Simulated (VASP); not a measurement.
Here is a VASP 6.6.1 calculation.

The input INCAR:

```
SYSTEM = C
PREC     = Accurate       ! precision mode
ENCUT    = 520            ! plane-wave cutoff, eV
EDIFF    = 1E-6           ! SCF threshold, eV
ISMEAR   = 0              ! smearing method
SIGMA    = 0.05           ! smearing width, eV
LREAL    = .FALSE.        ! projectors in reciprocal space
LASPH    = .TRUE.         ! aspherical terms in the spheres
NELM     = 100            ! most SCF steps
ALGO     = Normal         ! electronic algorithm
ISIF     = 2              ! what is computed and relaxed
LWAVE    = .FALSE.        ! write WAVECAR
LCHARG   = .TRUE.         ! write CHGCAR
GGA      = PE             ! functional
LELF     = .TRUE.         ! ELF
LVHAR    = .TRUE.       
NBANDS   = 11             ! bands
```

The input KPOINTS:

```
Automatic mesh
0
G
  12 12 12
  0 0 0
```

POSCAR

```
C
1.0
    0.0000000000      1.8360662633      1.6891809623
    1.8360662633      0.0000000000      1.6891809623
    1.8360662633      1.8360662633      0.0000000000
C
2
Direct
    0.5000000000      0.5000000000      0.5000000000
    0.7500000000      0.7500000000      0.7500000000
```

Potentials or basis: VASP PAW PBE potentials, release 64 (C).

Run with:

```bash
$ cat potpaw_PBE.64/C/POTCAR > POTCAR
$ mpirun -np 1 vasp_std > vasp.out
```

(1) Estimate the band gap on the k mesh.

(2) What does it give for the pressure?

## Answers

(1) 2.12 eV, indirect (least direct gap 4.20 eV).

(2) 0.8 GPa.
